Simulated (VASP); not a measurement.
# Ir (Fm-3m) in VASP: single point with LDA

Aim: the single point of Ir with LDA.

All numbers are computed with VASP 6.6.1; they aren't measurements. Logs are shortened: lines on timing, memory, paths and dates and some standing lists are left out, and cuts for length are marked.

## (1) The cell of the first run

Symmetry: Fm-3m, No. 225, cubic system. The conventional cell has a = 3.811 Å, b = 3.811 Å, c = 3.811 Å, α = 90.00°, β = 90.00°, γ = 90.00°. Ir (site symmetry m-3m) has 12 Ir at 2.69 Å within 3.6 Å.

## (2) Single point, LDA

Input file INCAR:

```
SYSTEM = Ir
PREC     = Accurate       ! precision mode
ENCUT    = 500            ! plane-wave cutoff, eV
EDIFF    = 1E-6           ! SCF threshold, eV
ISMEAR   = 0              ! smearing method
SIGMA    = 0.1            ! smearing width, eV
LREAL    = .FALSE.        ! projectors in reciprocal space
LASPH    = .TRUE.         ! aspherical terms in the spheres
NELM     = 120            ! most SCF steps
ALGO     = Normal         ! electronic algorithm
ISIF     = 2              ! what is computed and relaxed
LWAVE    = .FALSE.        ! write WAVECAR
LCHARG   = .FALSE.        ! write CHGCAR
GGA      = CA             ! functional
NBANDS   = 10             ! bands
GGA_COMPAT= .FALSE.
```

Input file KPOINTS:

```
regular mesh
0
G
  18 18 18
  0 0 0
```

Input file POSCAR:

```
Ir
1.0
    0.0000000000      1.9054476273      1.9054476273
    1.9054476273      0.0000000000      1.9054476273
    1.9054476273      1.9054476273      0.0000000000
Ir
1
Direct
    0.0000000000      0.0000000000      0.0000000000
```

Potentials or basis: VASP PAW LDA potentials, release 64 (Ir).

The run is started by

```bash
cat potpaw_LDA.64/Ir/POTCAR > POTCAR
mpirun -np 1 vasp_std > vasp.out
```

OUTCAR:

```text
SYSTEM = Ir
   PREC = Accurate
   ENCUT = 500
   EDIFF = 1E-6
   ISMEAR = 0
   LREAL = .FALSE.
   LASPH = .TRUE.
   NELM = 120
   ISIF = 2
   GGA = CA

 ion  position               nearest neighbor table
   1  0.000  0.000  0.000-

  LATTYP: Found a face centered cubic cell.
 ALAT       =     3.8108952546

  Lattice vectors:

 A1 = (   0.0000000000,   1.9054476273,   1.9054476273)
 A2 = (   1.9054476273,   0.0000000000,   1.9054476273)
 A3 = (   1.9054476273,   1.9054476273,   0.0000000000)

Analysis of symmetry for initial positions (statically):
=====================================================================
 Subroutine PRICEL returns:
 Original cell was already a primitive cell.

 Routine SETGRP: Setting up the symmetry group for a
 face centered cubic supercell.

 Subroutine GETGRP returns: Found 48 space group operations
 (whereof 48 operations were pure point group operations)
 out of a pool of 48 trial point group operations.

The static configuration has the point symmetry O_h .

Analysis of symmetry for dynamics (positions and initial velocities):
=====================================================================
 Subroutine PRICEL returns:
 Original cell was already a primitive cell.

 Routine SETGRP: Setting up the symmetry group for a
 face centered cubic supercell.

 Subroutine GETGRP returns: Found 48 space group operations
 (whereof 48 operations were pure point group operations)
 out of a pool of 48 trial point group operations.

The dynamic configuration has the point symmetry O_h .

 Subroutine INISYM returns: Found 48 space group operations
 (whereof 48 operations are pure point group operations),
 and found     1 'primitive' translations

----------------------------------------------------------------------------------------

                                     Primitive cell

  volume of cell :      13.8363

  direct lattice vectors                    reciprocal lattice vectors
     0.000000000  1.905447627  1.905447627    -0.262405533  0.262405533  0.262405533
     1.905447627  0.000000000  1.905447627     0.262405533 -0.262405533  0.262405533
     1.905447627  1.905447627  0.000000000     0.262405533  0.262405533 -0.262405533

  length of vectors
     2.694709877  2.694709877  2.694709877     0.454499715  0.454499715  0.454499715

  position of ions in fractional coordinates (direct lattice)
     0.000000000  0.000000000  0.000000000

  ion indices of the primitive-cell ions
   primitive index   ion index
                 1           1

----------------------------------------------------------------------------------------

 KPOINTS: regular mesh

Automatic generation of k-mesh.
 Grid dimensions read from file:
 generate k-points for:   18   18   18

 Generating k-lattice:

  Cartesian coordinates                     Fractional coordinates (reciprocal lattice)
    -0.014578085  0.014578085  0.014578085     0.055555556  0.000000000  0.000000000
     0.014578085 -0.014578085  0.014578085     0.000000000  0.055555556  0.000000000
     0.014578085  0.014578085 -0.014578085     0.000000000  0.000000000  0.055555556

  Length of vectors
     0.025249984  0.025249984  0.025249984

  Shift w.r.t. Gamma in fractional coordinates (k-lattice)
     0.000000000  0.000000000  0.000000000

 Subroutine IBZKPT returns following result:
 ===========================================

 Found    195 irreducible k-points:

 Following reciprocal coordinates:
            Coordinates               Weight
  0.000000  0.000000  0.000000      1.000000
  0.055556  0.000000  0.000000      8.000000
  0.111111  0.000000  0.000000      8.000000
  0.166667  0.000000  0.000000      8.000000
  0.222222  0.000000  0.000000      8.000000
  0.277778  0.000000  0.000000      8.000000
[... 16 lines left out ...]
 -0.277778  0.055556  0.000000     24.000000
 -0.222222  0.055556  0.000000     24.000000
 [... further k-points ...]
   k-points           NKPTS =    195   k-points in BZ     NKDIM =    195   number of bands    NBANDS=     10
   number of dos      NEDOS =    301   number of ions     NIONS =      1
   total plane-waves  NPLWV =   8000
   dimension x,y,z NGX =    20 NGY =   20 NGZ =   20
   dimension x,y,z NGXF=    40 NGYF=   40 NGZF=   40
   ions per type =               1
   NGX,Y,Z   is equivalent  to a cutoff of  12.34, 12.34, 12.34 a.u.
   NGXF,Y,Z  is equivalent  to a cutoff of  24.68, 24.68, 24.68 a.u.
 SYSTEM =  Ir
   PREC   = accura    normal or accurate (medium, high low for compatibility)
   ISTART =      0    job   : 0-new  1-cont  2-samecut
   ICHARG =      2    charge: 1-file 2-atom 10-const
   ISPIN  =      1    spin polarized calculation?
   LNONCOLLINEAR =      F non collinear calculations
   LSORBIT =      F    spin-orbit coupling
   LASPH  =      T    aspherical Exc in radial PAW
   ENCUT  =  500.0 eV  36.75 Ry    6.06 a.u.   4.91  4.91  4.91*2*pi/ulx,y,z
   NELM   =    120;   NELMIN=  2; NELMDL= -5     # of ELM steps
   EDIFF  = 0.1E-05   stopping-criterion for ELM
   LREAL  =      F    real-space projection
   EDIFFG = 0.1E-04   stopping-criterion for IOM
   NSW    =      0    number of steps for IOM
   IBRION =     -1    ionic relax: 0-MD 1-quasi-New 2-CG
   NFREE  =      0    steps in history (QN), initial steepest desc. (CG)
   ISIF   =      2    stress and relaxation
   ISYM   =      2    0-nonsym 1-usesym 2-fastsym
   POTIM  = 0.5000    time-step for ionic-motion
   TEBEG  =    0.0;   TEEND  =   0.0 temperature during run
   PSTRESS=    0.0 pullay stress
   NELECT =       9.0000    total number of electrons
   NUPDOWN=      -1.0000    fix difference up-down
   EMIN   =  10.00;   EMAX   =-10.00  energy-range for DOS
   EFERMI =   0.00;   METHOD = LEGACY
   ISMEAR =     0;   SIGMA  =   0.10  broadening in eV -4-tet -1-fermi 0-gaus
   EFERMI_NEDOS =   21; number of points for ismear=-14 and -15
   IALGO  =     38    algorithm
   IMIX   =      4    mixing-type and parameters
     AMIX     =   0.40;   BMIX     =  1.00
     AMIX_MAG =   1.60;   BMIX_MAG =  1.00
  volume/ion in A,a.u.               =      13.84        93.37
  Fermi-wavevector in a.u.,A,eV,Ry     =   1.418454  2.680490 27.375090  2.012012
  Thomas-Fermi vector in A             =   2.539578
   LORBIT       =      0    0 simple, 1 ext, 2 COOP (PROOUT), +10 PAW based schemes
   GGA     = CA    functional components
   LHFCALC =     F    Hartree Fock is set to
   AEXX    =    0.0000 exact exchange contribution
   IVDW    =     0    specifies the selected vdW correction
   LEPSILON=     F    determine dielectric tensor
   LRPA    =     F    only Hartree local field effects (RPA)
 non-spin polarized calculation
 Gauss-broadening in eV      SIGMA  =   0.10
  energy-cutoff  :      500.00
  volume of cell :       13.84
 maximum number of plane-waves:       361
   NGX =  9   NGY =  9   NGZ =  9

 number of electron       9.0000001 magnetization

 Free energy of the ion-electron system (eV)
  ---------------------------------------------------
  ext. energy  EPLUGINS =         0.00000000
  ---------------------------------------------------
  free energy    TOTEN  =       -10.32841008 eV

  energy without entropy =      -10.32352083  energy(sigma->0) =      -10.32596545

 E-fermi :  10.7408     XC(G=0): -14.2681

 val. band max:       10.7333370397   @ k =   0.5000   0.2222   0.1111
 cond. band min:      10.7543690584   @ k =   0.3333   0.1111   0.0556
 fundamental gap:      0.0210320188
 Fermi energy:        10.7408236607

 k-point     1 :       0.0000    0.0000    0.0000
  band No.  band energies     occupation
      1      -0.6399      2.00000
      2       6.6543      2.00000
      3       6.6543      2.00000
      4       6.6543      2.00000
      5       9.4785      2.00000
      6       9.4785      2.00000
      7      25.0025      0.00000
      8      30.6752      0.00000
      9      30.6752      0.00000
     10      30.6752      0.00000

 k-point     2 :       0.0556    0.0000    0.0000
  band No.  band energies     occupation
      1      -0.4987      2.00000
      2       6.5779      2.00000
      3       6.7166      2.00000
      4       6.7166      2.00000
      5       9.4372      2.00000
      6       9.4372      2.00000
      7      25.2504      0.00000
      8      29.9351      0.00000
      9      30.9108      0.00000
     10      30.9108      0.00000

 k-point     3 :       0.1111    0.0000    0.0000
  band No.  band energies     occupation
      1      -0.0904      2.00000
      2       6.3826      2.00000
      3       6.8797      2.00000
      4       6.8797      2.00000
      5       9.3466      2.00000
      6       9.3466      2.00000
      7      25.9312      0.00000
      8      28.4849      0.00000
      9      31.5959      0.00000
     10      31.5959      0.00000

 k-point     4 :       0.1667    0.0000    0.0000
  band No.  band energies     occupation
      1       0.5330      2.00000
      2       6.1644      2.00000
      3       7.0639      2.00000
      4       7.0639      2.00000
      5       9.3094      2.00000
      6       9.3094      2.00000
      7      26.6284      0.00000
      8      27.1675      0.00000
      9      32.6679      0.00000
     10      32.6679      0.00000
[... 222 lines left out ...]
 k-point    22 :      -0.3333    0.0556    0.0000
  band No.  band energies     occupation
      1       2.4317      2.00000
      2       6.7612      2.00000
      3       6.9067      2.00000
      4       7.2502      2.00000
      5      10.3123      2.00000
      6      11.2583      0.00000
      7      21.6411      0.00000
      8      26.1145      0.00000
      9      31.6776      0.00000
     10      33.7551      0.00000

 k-point    23 :      -0.2778    0.0556    0.0000
  band No.  band energies     occupation
      1       2.1702      2.00000
      2       6.3630      2.00000
      3       6.9856      2.00000
      4       7.0937      2.00000
      5       9.6637      2.00000
      6      10.6225      1.90571
      7      23.4021      0.00000
      8      27.1834      0.00000
      9      32.7740      0.00000
     10      34.6991      0.00000

 k-point    24 :      -0.2222    0.0556    0.0000
  band No.  band energies     occupation
      1       1.6115      2.00000
      2       5.9846      2.00000
      3       7.1353      2.00000
      4       7.2277      2.00000
      5       9.1635      2.00000
      6      10.0617      2.00000
      7      24.9790      0.00000
      8      27.8251      0.00000
      9      33.0064      0.00000
     10      34.2389      0.00000

 [... further k-points ...]
[... 5 lines left out ...]
  --------------------------------------------------------------------------------------
  -------------------------------------------------------------------------------------
  Total        0.2240895      0.2240895      0.2240895      0.0000000     -0.0000000      0.0000000
  in kB       25.9484225     25.9484225     25.9484225      0.0000000     -0.0000000      0.0000000
  external PRESSURE =      25.9484225 kB  Pullay stress =       0.0000000 kB

 VOLUME and BASIS-vectors are now :
 -----------------------------------------------------------------------------
  energy-cutoff  :      500.00
  volume of cell :       13.84
      direct lattice vectors                 reciprocal lattice vectors
     0.000000000  1.905447627  1.905447627    -0.262405533  0.262405533  0.262405533
     1.905447627  0.000000000  1.905447627     0.262405533 -0.262405533  0.262405533
     1.905447627  1.905447627  0.000000000     0.262405533  0.262405533 -0.262405533

 POSITION                                       TOTAL-FORCE (eV/Angst)
 -----------------------------------------------------------------------------------
      0.00000      0.00000      0.00000        -0.000000      0.000000      0.000000
 -----------------------------------------------------------------------------------
    total drift:                                0.000000      0.000000      0.000000

  FREE ENERGIE OF THE ION-ELECTRON SYSTEM (eV)
  ---------------------------------------------------
  free  energy   TOTEN  =       -10.3284100776 eV

  energy  without entropy=      -10.3235208280  energy(sigma->0) =      -10.32596545
```

Wall time 24 s (1 thread of Intel Xeon Platinum 8488C (Sapphire Rapids), shared host); peak memory 0.14 GiB.

Results:

```yaml
Free_energy: -10.3284 eV
Pressure: 2.6 GPa
```

Caveat: spin-orbit coupling is left out, which moves the levels of the heavy elements.
